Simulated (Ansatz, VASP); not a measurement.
Two plane-wave programs on TaS2

The input INCAR:

```
SYSTEM = TaS2
PREC = Accurate
ENCUT = 400
EDIFF = 1E-6
ISMEAR = 0
SIGMA = 0.05
LREAL = .FALSE.
LASPH = .TRUE.
NELM = 120
ALGO = Normal
ISIF = 2
LWAVE = .FALSE.
LCHARG = .FALSE.
LDIPOL = .TRUE.
IDIPOL = 3
DIPOL = 0.5 0.5 0.500
GGA = PE
NBANDS = 18
GGA_COMPAT = .FALSE.
NELMDL = -8
```

Contents of KPOINTS:

```
Automatic mesh
0
G
  12 12 1
  0 0 0
```

Contents of POSCAR:

```
TaS2
1.0
    3.3806003760      0.0000000000      0.0000000000
   -1.6903001880      2.9276858060      0.0000000000
    0.0000000000      0.0000000000     26.1236725850
S Ta
2 1
Direct
    0.6666666667      0.3333333333      0.4413972847
    0.3333333333      0.6666666667      0.5586027153
    0.0000000000      0.0000000000      0.5000000000
```

Input for Ansatz:

```yaml
crystal:
  lattice:
    - [3.380600376, 0.0, 0.0]
    - [-1.690300188, 2.927685806, 0.0]
    - [0.0, 0.0, 26.123672585]
  atoms:
    - { symbol: S, position: [0.6666666667, 0.3333333333, 0.4413972847] }
    - { symbol: Ta, position: [0.0, 0.0, 0.5] }
    - { symbol: S, position: [0.3333333333, 0.6666666667, 0.5586027153] }
  periodic: [true, true, false]
basis:
  ecutwfc: 600
kpoints:
  mp_grid: { grid: [12, 12, 1] }
  band_path:
    path:
      - [0.0, 0.0, 0.0]
      - [0.01397867, 0.0, 0.0]
      - [0.48602133, 0.0, 0.0]
      - [0.055555556, 0.0, 0.0]
      - [0.111111111, 0.0, 0.0]
      - [0.166666667, 0.0, 0.0]
      - [0.222222222, 0.0, 0.0]
      - [0.277777778, 0.0, 0.0]
      - [0.333333333, 0.0, 0.0]
      - [0.388888889, 0.0, 0.0]
      - [0.444444444, 0.0, 0.0]
      - [0.5, 0.0, 0.0]
      - [0.491929411, 0.016141178, 0.0]
      - [0.341403922, 0.317192156, 0.0]
      - [0.481481481, 0.037037037, 0.0]
      - [0.462962963, 0.074074074, 0.0]
      - [0.444444444, 0.111111111, 0.0]
      - [0.425925926, 0.148148148, 0.0]
      - [0.407407407, 0.185185185, 0.0]
      - [0.388888889, 0.222222222, 0.0]
      - [0.37037037, 0.259259259, 0.0]
      - [0.351851852, 0.296296296, 0.0]
      - [0.333333333, 0.333333333, 0.0]
      - [0.325262744, 0.325262744, 0.0]
      - [0.008070589, 0.008070589, 0.0]
      - [0.296296296, 0.296296296, 0.0]
      - [0.259259259, 0.259259259, 0.0]
      - [0.222222222, 0.222222222, 0.0]
      - [0.185185185, 0.185185185, 0.0]
      - [0.148148148, 0.148148148, 0.0]
      - [0.111111111, 0.111111111, 0.0]
      - [0.074074074, 0.074074074, 0.0]
      - [0.037037037, 0.037037037, 0.0]
    npoints: 1
scf:
  occupations: { method: gaussian, width: 0.05 }
  n_extra_bands: 6
hamiltonian:
  xc: pbe
  pseudopotentials: { kind: paw, azcp: { folder: soft_1 } }
output:
  eigenvalues: true
  forces: true
  stress: true
```

Alike in both runs: task single point; functional PBE; k mesh 12 × 12 × 1; occupations gaussian, width 0.05 eV; no spin polarisation.

|  | VASP | Ansatz |
| --- | --- | --- |
| version | VASP 6.6.1 | Ansatz 0.2.0 |
| potentials or method | VASP PAW PBE potentials, release 64 (S, Ta_pv), cutoff 400 eV | plane-wave PAW, scalar-relativistic |
| valence electrons in the cell | 23 | 25 |

|  | VASP | Ansatz | Ansatz less VASP |
| --- | --- | --- | --- |
| rms of the force components (eV/Å) | 0.005 | 0.001 | -0.0044 |

VASP's potentials hold 23 valence electrons a cell and Ansatz's 25, so a difference there can come from the potentials and not from the codes. Ansatz's warnings: slab cell height set.

Spin-orbit coupling is off throughout.
